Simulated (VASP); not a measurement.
Here is a VASP 6.6.1 calculation.

The input INCAR:

```
PREC = Accurate
ENCUT = 600
EDIFF = 1E-6
ISMEAR = 0
SIGMA = 0.1
LREAL = F
LASPH = T
NELM = 60
ALGO = Normal
ISIF = 3
LWAVE = F
LCHARG = F
GGA = PE
IBRION = 2
NSW = 90
EDIFFG = -0.04
```

The input KPOINTS:

```
Automatic mesh
0
Gamma
  6 6 4
```

POSCAR

```
Si2B2C
1.0
    3.6132720700      0.0000000000      0.0000000000
   -1.8066360400      3.1291854100      0.0000000000
    0.0000000000      0.0000000000      5.9603258700
Si B C
2 2 1
Direct
    0.0000000000      0.0000000000      0.5000000000
    0.0000000000      0.0000000000      0.0000000000
    0.6666666700      0.3333333300      0.2437968000
    0.6666666700      0.3333333300      0.7562032000
    0.3333333300      0.6666666700      0.0000000000
```

Potentials or basis: VASP PAW PBE potentials, release 64 (Si, B, C).

The run is started by

```console
$ cat potpaw_PBE.64/Si/POTCAR potpaw_PBE.64/B/POTCAR potpaw_PBE.64/C/POTCAR > POTCAR
$ mpirun -np 1 vasp_std > vasp.out
```

Problem. What does it give for the relaxed volume?

Solution. 11.77 Å³/atom.

Problem. What does it give for the relaxed cell?

Solution. a = 3.200 Å, b = 3.200 Å, c = 6.635 Å, α = 90.00°, β = 90.00°, γ = 120.00°.

Step by step:
```tsv
step	energy change (eV)	largest force (eV/Å)	pressure (GPa)	volume (Å³)
1	0.0000	1.2640	-22.73	67.39
2	-1.8186	2.8178	0.88	50.39
3	-1.8241	2.8848	3.87	49.49
4	-2.6423	2.7846	12.23	47.12
5	-0.5908	12.3879	88.55	40.46
6	-2.7597	2.6909	16.48	46.26
7	-3.1988	1.1516	39.55	43.29
8	-3.4438	0.1026	37.67	44.02
9	-3.5003	1.4522	37.10	44.54
10	-3.8521	0.9118	26.22	46.28
11	-4.3072	0.2836	2.91	51.39
12	-4.3176	0.4399	-0.05	52.27
13	-4.3178	0.4673	-0.57	52.44
14	-4.3559	0.4847	-0.38	52.61
15	-4.4551	0.6138	0.04	53.12
16	-4.5705	0.9140	1.64	54.04
17	-4.5056	1.0325	8.63	55.54
18	-4.6061	0.9416	3.41	54.53
19	-4.6019	0.9642	5.03	54.92
20	-4.6096	0.9504	4.05	54.69
21	-4.6672	0.6966	2.36	56.01
22	-4.7130	0.0890	-0.41	59.24
23	-4.7142	0.0008	-0.18	58.85
```
